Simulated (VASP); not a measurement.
## LaSn11O24 (a cell with a defect): electric field gradients with PBE

System: LaSn11O24 (a cell with a defect).

```
CELL_PARAMETERS angstrom
4.73800 4.73800 0.00000
-4.73800 4.73800 0.00000
0.00000 0.00000 9.55950
ATOMIC_POSITIONS crystal
La 0.00000 0.00000 0.00000
Sn 0.00000 0.00000 0.33333
Sn 0.00000 0.00000 0.66667
Sn 0.50000 0.50000 0.00000
Sn 0.50000 0.50000 0.33333
Sn 0.50000 0.50000 0.66667
Sn 0.50000 0.00000 0.16667
Sn 0.50000 0.00000 0.50000
Sn 0.50000 0.00000 0.83333
Sn 0.00000 0.50000 0.16667
Sn 0.00000 0.50000 0.50000
Sn 0.00000 0.50000 0.83333
O 0.30710 0.00000 0.00000
O 0.30710 0.00000 0.33333
O 0.30710 0.00000 0.66667
O 0.80710 0.50000 0.00000
O 0.80710 0.50000 0.33333
O 0.80710 0.50000 0.66667
O 0.50000 0.30710 0.16667
O 0.50000 0.30710 0.50000
O 0.50000 0.30710 0.83333
O 0.00000 0.80710 0.16667
O 0.00000 0.80710 0.50000
O 0.00000 0.80710 0.83333
O 0.69290 0.00000 0.00000
O 0.69290 0.00000 0.33333
O 0.69290 0.00000 0.66667
O 0.19290 0.50000 0.00000
O 0.19290 0.50000 0.33333
O 0.19290 0.50000 0.66667
O 0.50000 0.69290 0.16667
O 0.50000 0.69290 0.50000
O 0.50000 0.69290 0.83333
O 0.00000 0.19290 0.16667
O 0.00000 0.19290 0.50000
O 0.00000 0.19290 0.83333
```

```yaml
Program: VASP 6.6.1
Task: electric field gradients
Functional: PBE
Potentials_or_basis: VASP PAW PBE potentials, release 64 (La, Sn_d, O)
Cutoff: 520 eV
k_mesh: 3 × 3 × 2
Occupations: fermi-dirac, width 0.01 eV
Spin: no spin polarisation
Dipole_correction: no
Charge: -1
Further_INCAR_settings: LREAL = Auto; ALGO = Normal; EDIFF = 1e-08; NBANDS = 178; NELECT = 310.0
```

```yaml
Largest_force: 6.532 eV/Å
Largest_electric_field_gradient_by_atom: La +158.2; Sn -50.1, -59.2, -57.5, -82.7, -62.2, +75.1, -59.8 (each value once); O +84.2, -103.3, -102.1, -105.5, -104.5, +89.2, -100.7 (each value once) V/Å²
```

Forces on the atoms (eV/Å):
```
La   0.000  0.000  0.000
Sn   0.000  0.000 -0.612
Sn   0.000  0.000  0.612
Sn   0.000  0.000  0.000
Sn   0.000  0.000 -0.183
Sn   0.000  0.000  0.183
Sn   0.000  0.000 -1.108
Sn   0.000  0.000  0.000
Sn   0.000  0.000  1.108
Sn   0.000  0.000  0.337
Sn   0.000  0.000  0.000
Sn   0.000  0.000 -0.337
O    3.624  3.624  0.000
O   -0.101 -0.101  0.169
O   -0.101 -0.101 -0.169
O   -0.412 -0.412  0.000
O   -0.492 -0.492  0.365
O   -0.492 -0.492 -0.365
O    0.075 -0.075  0.154
O    0.256 -0.256  0.000
O    0.075 -0.075 -0.154
O    2.977 -2.977  4.995
O    0.208 -0.208  0.000
O    2.977 -2.977 -4.995
O   -3.624 -3.624  0.000
O    0.101  0.101  0.169
O    0.101  0.101 -0.169
O    0.412  0.412  0.000
O    0.492  0.492  0.365
O    0.492  0.492 -0.365
O   -0.075  0.075  0.154
O   -0.256  0.256  0.000
O   -0.075  0.075 -0.154
O   -2.977  2.977  4.995
O   -0.208  0.208  0.000
O   -2.977  2.977 -4.995
```

Levels at points of the mesh, in eV from the Fermi level:
```csv
k point,band 153,band 154,band 155,band 156,band 157,band 158
"(0.00, 0.00, 0.00)",-1.19,-0.56,-0.04,0.00,2.86,2.96
"(0.00, 0.00, 0.50)",-0.99,-0.74,-0.04,1.05,1.42,3.01
```

Electric field gradients, principal values (V/Å²):
```tsv
atom	least	middle	greatest (by size)
1 La	-15.132	-143.083	158.215
2 Sn	17.609	32.507	-50.116
3 Sn	17.609	32.507	-50.116
4 Sn	4.403	54.822	-59.226
5 Sn	2.832	54.642	-57.475
6 Sn	2.832	54.642	-57.475
7 Sn	28.169	54.566	-82.735
8 Sn	13.199	49.024	-62.223
9 Sn	28.169	54.566	-82.735
10 Sn	-32.559	-42.555	75.114
11 Sn	10.885	48.946	-59.831
12 Sn	-32.559	-42.555	75.114
13 O	-16.742	-67.483	84.225
14 O	48.353	54.940	-103.293
15 O	48.353	54.940	-103.293
16 O	40.973	61.151	-102.124
17 O	44.912	60.609	-105.521
18 O	44.912	60.609	-105.521
19 O	48.946	54.310	-103.256
20 O	47.021	57.444	-104.466
21 O	48.946	54.310	-103.256
22 O	-26.001	-63.194	89.195
23 O	41.712	58.964	-100.675
24 O	-26.001	-63.194	89.195
25 O	-16.742	-67.483	84.225
26 O	48.353	54.940	-103.293
27 O	48.353	54.940	-103.293
28 O	40.973	61.151	-102.124
29 O	44.912	60.609	-105.521
30 O	44.912	60.609	-105.521
31 O	48.946	54.310	-103.256
32 O	47.021	57.444	-104.466
33 O	48.946	54.310	-103.256
34 O	-26.001	-63.194	89.195
35 O	41.712	58.964	-100.675
36 O	-26.001	-63.194	89.195
```

It took 19 min on 1 thread of Intel(R) Xeon(R) 6975P-C (Granite Rapids) (shared host), peak memory 0.67 GiB.

Caveat: the cell carries a net charge on a neutralising background, which shifts energy and pressure; the cell is charged against a uniform background, so pressure and absolute levels hang on convention; without QUAD_EFG the Cq values of the log hold for a quadrupole moment of 1 mb, not for the nuclei; spin-orbit coupling is left out, which moves the levels of the heavy elements.
